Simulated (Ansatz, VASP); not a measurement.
## LiW in VASP and in Ansatz

```
Li W
1.0
     1.45662   -2.17223    0.00000
     1.45662    2.17223    0.00000
     0.00000    0.00000    4.96020
Li W
1 1
Direct
  0.50000 0.50000 0.50000
  0.00000 0.00000 0.00000
```

Change from the starting cell: species swapped into the TaRe type (Cmmm, No. 65).

Alike in both runs: functional PBE; k mesh 22 × 22 × 12; occupations gaussian, width 0.1 eV; no spin polarisation.

Ansatz relaxed the structure, and its values are those at the end. VASP's run is a single point on that final structure, the one shown.

```csv
,VASP,Ansatz
version,VASP 6.6.1,Ansatz 0.2.0
potentials or method,"VASP PAW PBE potentials, release 64 (Li_sv, W_sv), cutoff 750 eV","scalar-relativistic, plane waves, PAW"
valence electrons in the cell,17,17
```

|  | VASP | Ansatz | Ansatz less VASP |
| --- | --- | --- | --- |
| gap on the k mesh at the Fermi level (eV) | none | none | - |
| pressure (GPa) | 0.2 | 0.0 | -0.20 |

A gap of «none» marks a metal or a gap that the smearing closes.

Spin-orbit coupling is off throughout.
